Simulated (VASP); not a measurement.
Write the native input for VASP 6.6.1 that does the following.

```yaml
Task: single point
Functional: PBEsol
Potentials_or_basis: VASP PAW PBE potentials, release 64 (Ru_pv)
Cutoff: 520 eV
k_mesh: 6 × 6 × 4
Occupations: gaussian, width 0.1 eV
Spin: no spin polarisation
Dipole_correction: no
Further_INCAR_settings: ALGO = Normal; EDIFF = 1e-06; NBANDS = 36
```

The structure of Ru lies in POSCAR:

```
Ru
1.0
    4.5607171952      0.0000000000      0.0000000000
   -2.2803585976      3.9496969505      0.0000000000
    0.0000000000      0.0000000000      7.5267445079
Ru
4
Direct
    0.6666666667      0.3333333333      0.0629118566
    0.3333333333      0.6666666667      0.5629118566
    0.6666666667      0.3333333333      0.4370881434
    0.3333333333      0.6666666667      0.9370881434
```

These files were run (other wordings do the same):

INCAR

```
PREC = Accurate ; ENCUT = 520
EDIFF = 1E-6 ; ISMEAR = 0
SIGMA = 0.1 ; LREAL = False
LASPH = True ; NELM = 80
ALGO = Normal ; ISIF = 2
LWAVE = False ; LCHARG = True
GGA = PS ; LELF = True
LVHAR = True ; NBANDS = 36
```

KPOINTS

```
regular mesh
0
Gamma
  6 6 4
```

Potentials or basis: VASP PAW PBE potentials, release 64 (Ru_pv).

Launch:

```console
$ cat potpaw_PBE.64/Ru_pv/POTCAR > POTCAR
$ mpirun -np 1 vasp_std > vasp.out
```

Results of the run:

```yaml
Pressure: -25.9 GPa
Largest_force: 0.362 eV/Å
Band_gap_on_the_k_mesh: zero (bands 28 and 29 overlap by 0.16 eV)
```

Caveat: the cell stands under tension; the PAW data sets were made with another functional, which shifts forces and pressure a little.

It took 83 s on 1 thread of Intel(R) Xeon(R) Platinum 8259CL CPU @ 2.50GHz (Skylake/Cascade Lake), with other jobs on the host, peak memory 0.28 GiB.
